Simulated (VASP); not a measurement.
Write the native input for VASP 6.6.1 that does the following.

| Item | Value |
| --- | --- |
| Task | single point |
| Functional | PBEsol |
| Potentials or basis | VASP PAW PBE potentials, release 64 (Sn_d) |
| Cutoff | 520 eV |
| k mesh | 6 × 6 × 6 |
| Occupations | gaussian, width 0.1 eV |
| Spin | no spin polarisation |
| Dipole correction | no |
| Further INCAR settings | ALGO = Fast; EDIFF = 1e-06; NBANDS = 21 |

The structure of Sn lies in POSCAR:

```
Sn
1.0
    0.0000000000      3.2333428000      3.2333428000
    3.2333428000      0.0000000000      3.2333428000
    3.2333428000      3.2333428000      0.0000000000
Sn
2
Direct
    0.0000000000      0.0000000000      0.0000000000
    0.2500000000      0.2500000000      0.2500000000
```

The input as run:

INCAR

```
SYSTEM = Sn
  PREC = Accurate
  ENCUT = 520
  EDIFF = 1E-6
  ISMEAR = 0
  SIGMA = 0.1
  LREAL = .False.
  LASPH = .True.
  NELM = 100
  ALGO = Fast
  ISIF = 2
  LWAVE = .False.
  LCHARG = .False.
  GGA = PS
  NBANDS = 21
```

KPOINTS

```
Automatic mesh
0
Gamma
  6 6 6
  0 0 0
```

Potentials or basis: VASP PAW PBE potentials, release 64 (Sn_d).

Launch:

```bash
$ cat potpaw_PBE.64/Sn_d/POTCAR > POTCAR
$ mpirun -np 1 vasp_std > vasp.out
```

It gave:

The pressure is 1.5 GPa. The band gap on the k mesh is zero (band 14 reaches 5.69 eV, above the bottom of band 15 at 5.57 eV).

Caveat: the PAW data sets were made with another functional, which shifts forces and pressure a little; spin-orbit coupling is left out, which moves the levels of the heavy elements.

Wall time 11 s on 1 thread of Intel(R) Xeon(R) 6975P-C (Granite Rapids) (shared host), peak memory 0.19 GiB.
